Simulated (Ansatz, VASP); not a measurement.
**Ta: VASP beside Ansatz**

INCAR

```
ALGO = Fast ; EDIFF = 1E-7
ENCUT = 520 ; GGA = PE
ISIF = 2 ; ISMEAR = 0
LASPH = True ; LCHARG = True
LELF = True ; LREAL = False
LVHAR = True ; LWAVE = False
NBANDS = 12 ; NELM = 100
PREC = Accurate ; SIGMA = 0.15
```

File KPOINTS:

```
k-points
0
Gamma
  20 20 20
```

File POSCAR:

```
Ta
1.0
   -1.6017416000      1.6017416000      1.7008184000
    1.6017416000     -1.6017416000      1.7008184000
    1.6017416000      1.6017416000     -1.7008184000
Ta
1
Direct
    0.0000000000      0.0000000000      0.0000000000
```

Input for Ansatz:

```yaml
crystal:
  lattice:
    - [-1.6017416, 1.6017416, 1.7008184]
    - [1.6017416, -1.6017416, 1.7008184]
    - [1.6017416, 1.6017416, -1.7008184]
  atoms:
    - { symbol: Ta, position: [0.0, 0.0, 0.0] }
basis:
  ecutwfc: 420
kpoints:
  mp_grid: { grid: [20, 20, 20] }
hamiltonian:
  xc: pbe
scf:
  occupations: { method: gaussian, width: 0.15 }
output:
  forces: true
  stress: true
  eigenvalues: true
  write_density: true
  write_potential: true
  elf: true
  volumetric_format: npy
```

Change from the starting cell: strain -0.030 along x and y, +0.030 along z, atoms carried along.

Alike in both runs: task single point; functional PBE; k mesh 20 × 20 × 20; occupations gaussian, width 0.15 eV; no spin polarisation.

|  | VASP | Ansatz |
| --- | --- | --- |
| version | VASP 6.6.1 | Ansatz 0.2.0 |
| potentials or method | VASP PAW PBE potentials, release 64 (Ta_pv), cutoff 520 eV | scalar-relativistic, plane waves, PAW |
| valence electrons in the cell | 11 | 13 |

```tsv
	VASP	Ansatz	Ansatz less VASP
gap on the k mesh at the Fermi level (eV)	none	none	-
pressure (GPa)	10.5	10.3	-0.18
traceless stress, the component that is largest in VASP (GPa)	-4.79	-4.80	-0.013
```

A gap of «none» marks a metal or a gap that the smearing closes. VASP's potentials hold 11 valence electrons a cell and Ansatz's 13, so a difference there can come from the potentials and not from the codes.

Neither program's run includes spin-orbit coupling.
